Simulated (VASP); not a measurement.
CdMo: relaxation of cell and atoms with PBE

CdMo:

```
Cd Mo
1.0
     3.28286    0.00000    0.00000
     0.00000    3.28286    0.00000
     0.00000    0.00000    3.28286
Cd Mo
1 1
Direct
  0.00000 0.00000 0.00000
  0.50000 0.50000 0.50000
```

| Quantity | Value |
| --- | --- |
| Program | VASP 6.6.1 |
| Task | relaxation of cell and atoms |
| Functional | PBE |
| Potentials or basis | VASP PAW PBE potentials, release 64 (Cd, Mo_sv) |
| Cutoff | 600 eV |
| k mesh | 16 × 16 × 16 |
| Occupations | gaussian, width 0.1 eV |
| Spin | no spin polarisation |
| Dipole correction | no |
| Further INCAR settings | ALGO = Fast; EDIFF = 1e-06; IBRION = 2; EDIFFG = -0.01; NSW = 100; ISIF = 3 |

The relaxed volume is 17.80 Å³/atom and the relaxed cell is a = 3.290 Å, b = 3.290 Å, c = 3.290 Å, α = 90.00°, β = 90.00°, γ = 90.00°. The space group after relaxing (to 0.05 Å) is Pm-3m (No. 221) and the energy gained by relaxing is 0.3 meV/atom. The ionic steps are 3. The pressure after relaxing is 0.0 GPa. The band gap on the k mesh is zero (band 13 reaches 9.19 eV, above the bottom of band 14 at 6.35 eV).

The path:
| step | energy change (eV) | largest force (eV/Å) | pressure (GPa) | volume (Å³) |
| --- | --- | --- | --- | --- |
| 1 | 0.0000 | 0.0000 | 0.94 | 35.38 |
| 2 | 0.0006 | 0.0000 | -1.24 | 35.91 |
| 3 | -0.0007 | 0.0000 | -0.04 | 35.60 |

Final structure:
```
CELL_PARAMETERS angstrom
3.28980 0.00000 0.00000
0.00000 3.28980 0.00000
0.00000 0.00000 3.28980
ATOMIC_POSITIONS crystal
Cd 0.00000 0.00000 0.00000
Mo 0.50000 0.50000 0.50000
```

Levels at points of the mesh, in eV from the Fermi level:
```tsv
k point	band 9	band 10	band 11	band 12	band 13	band 14	band 15	band 16	band 17
(0.00, 0.00, 0.00)	-8.34	-8.22	-1.55	-1.55	1.29	1.29	1.29	6.22	6.22
(0.50, 0.00, 0.00)	-8.24	-4.51	-3.95	-1.83	-0.63	-0.63	1.07	2.70	11.14
(0.50, 0.50, 0.00)	-7.88	-4.03	-1.04	-0.44	-0.44	0.64	0.64	2.12	6.19
(0.50, 0.50, 0.50)	-7.86	-3.14	-3.14	-3.14	2.21	2.21	2.61	5.98	5.98
```

Run time: 2 min on 1 thread of Intel(R) Xeon(R) 6975P-C (Granite Rapids), with other jobs on the host, peak memory 0.26 GiB.
